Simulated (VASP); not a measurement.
Crystal: Se.

```
CELL_PARAMETERS angstrom
4.36620 0.00000 0.00000
-2.18310 3.78124 0.00000
0.00000 0.00000 4.95360
ATOMIC_POSITIONS crystal
Se 0.22540 0.00000 0.83333
Se 0.00000 0.22540 0.16667
Se 0.77460 0.77460 0.50000
```

- Program: VASP 6.6.1
- Task: relaxation of cell and atoms
- Functional: PBE
- Potentials or basis: VASP PAW PBE potentials, release 64 (Se)
- Cutoff: 600 eV
- k mesh: 12 × 12 × 8
- Occupations: gaussian, width 0.05 eV
- Spin: no spin polarisation

At the start: pressure 2.9 GPa; volume 27.26 Å³/atom.

Task: How do energy, volume and symmetry change on relaxing?

Result: Over 16 steps the energy falls by 13.6 meV/atom and the volume is 29.75 Å³/atom (+9.1 %); space group P3_121 (No. 152, to 0.05 Å).

Step by step:
| step | energy change (eV) | largest force (eV/Å) | pressure (GPa) | volume (Å³) |
| --- | --- | --- | --- | --- |
| 1 | 0.0000 | 0.4329 | 2.91 | 81.78 |
| 2 | -0.0049 | 0.5155 | -2.12 | 87.77 |
| 3 | -0.0350 | 0.0946 | 0.10 | 84.78 |
| 4 | -0.0350 | 0.0851 | 0.15 | 84.72 |
| 5 | -0.0363 | 0.0654 | 0.13 | 85.00 |
| 6 | -0.0378 | 0.0147 | 0.09 | 85.69 |
| 7 | -0.0378 | 0.0076 | 0.09 | 85.79 |
| 8 | -0.0383 | 0.0187 | 0.02 | 86.16 |
| 9 | -0.0392 | 0.0515 | -0.17 | 87.27 |
| 10 | -0.0390 | 0.1143 | -0.51 | 89.51 |
| 11 | -0.0394 | 0.0756 | -0.31 | 88.16 |
| 12 | -0.0396 | 0.0714 | -0.29 | 88.22 |
| 13 | -0.0399 | 0.0589 | -0.24 | 88.41 |
| 14 | -0.0404 | 0.0326 | -0.12 | 88.78 |
| 15 | -0.0406 | 0.0237 | 0.11 | 89.53 |
| 16 | -0.0407 | 0.0019 | 0.02 | 89.24 |

Final structure:
```
CELL_PARAMETERS angstrom
4.51900 0.00000 0.00000
-2.25950 3.91357 0.00000
0.00000 0.00000 5.04606
ATOMIC_POSITIONS crystal
Se 0.21927 0.00000 0.83333
Se 0.00000 0.21927 0.16667
Se 0.78073 0.78073 0.50000
```
